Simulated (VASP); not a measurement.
Set up this calculation in VASP 6.6.1, as the native input.

```
Task                   : single point
Functional             : PBE
Potentials or basis    : VASP PAW PBE potentials, release 64 (Hf_pv, O)
Cutoff                 : 520 eV
k mesh                 : 6 × 6 × 8
Occupations            : gaussian, width 0.02 eV
Spin                   : no spin polarisation
Dipole correction      : no
Further INCAR settings : ALGO = Normal; EDIFF = 1e-06; NBANDS = 31
```

The structure of HfO2 lies in POSCAR:

```
HfO2
1.0
    4.6851546054      0.0000000000      0.0000000000
    0.0000000000      4.6851546054      0.0000000000
    0.0000000000      0.0000000000      3.3308057392
Hf O
2 4
Direct
    0.0000000000      0.0000000000      0.0000000000
    0.5000000000      0.5000000000      0.5000000000
    0.1925474758      0.8074525242      0.5000000000
    0.3074525242      0.3074525242      0.0000000000
    0.6925474758      0.6925474758      0.0000000000
    0.8074525242      0.1925474758      0.5000000000
```

This cell differs from its parent crystal: biaxial strain in the a-b plane: -4.0 %, then relaxed in part.

One way to write it, as run:

INCAR

```
SYSTEM = HfO2
ALGO = Normal ; EDIFF = 1E-6
ENCUT = 520 ; GGA = PE
ISIF = 2 ; ISMEAR = 0
LASPH = .TRUE. ; LCHARG = .TRUE.
LELF = .TRUE. ; LREAL = .FALSE.
LVHAR = .TRUE. ; LWAVE = .FALSE.
NBANDS = 31 ; NELM = 60
PREC = Accurate ; SIGMA = 0.02
```

KPOINTS

```
k-points
0
G
  6 6 8
  0 0 0
```

Potentials or basis: VASP PAW PBE potentials, release 64 (Hf_pv, O).

Command:

```bash
$ cat potpaw_PBE.64/Hf_pv/POTCAR potpaw_PBE.64/O/POTCAR > POTCAR
$ mpirun -np 1 vasp_std > vasp.out
```

Results of the run:

| Property | Result |
| --- | --- |
| Pressure | 7.3 GPa |
| Largest force | 0.023 eV/Å |
| Band gap on the k mesh | 3.96 eV |

Caveat: the cell differs from its parent crystal (biaxial strain in the a-b plane: -4.0 %, then relaxed in part); the cell stands under pressure; spin-orbit coupling is left out, which moves the levels of the heavy elements.

Wall time 64 s on 1 thread of Intel(R) Xeon(R) 6975P-C (Granite Rapids) (shared host), peak memory 0.23 GiB.
